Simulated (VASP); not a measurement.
A run of VASP 6.6.1 is set up as follows.

File INCAR:

```
SYSTEM = ZnO
PREC = Accurate
ENCUT = 520
EDIFF = 1E-6
ISMEAR = 0
SIGMA = 0.02
LREAL = .FALSE.
LASPH = .TRUE.
NELM = 80
ALGO = Normal
ISIF = 2
LWAVE = .FALSE.
LCHARG = .FALSE.
GGA = PE
NBANDS = 26
```

File KPOINTS:

```
regular mesh
0
G
  12 12 6
  0 0 0
```

Contents of POSCAR:

```
ZnO
1.0
    3.3438165585      0.0000000000      0.0000000000
   -1.6719082793      2.8958300853      0.0000000000
    0.0000000000      0.0000000000      5.3971365872
Zn O
2 2
Direct
    0.3333333333      0.6666666667      0.4999697863
    0.6666666667      0.3333333333     -0.0000302137
    0.6666666667      0.3333333333      0.3790402137
    0.3333333333      0.6666666667      0.8790402137
```

Potentials or basis: VASP PAW PBE potentials, release 64 (Zn, O).

The run is started by

```console
$ cat potpaw_PBE.64/Zn/POTCAR potpaw_PBE.64/O/POTCAR > POTCAR
$ mpirun -np 1 vasp_std > vasp.out
```

Q: What does it give for the band gap on the k mesh?

A: 0.64 eV, direct.

Q: Predict the pressure.

A: -5.9 GPa.
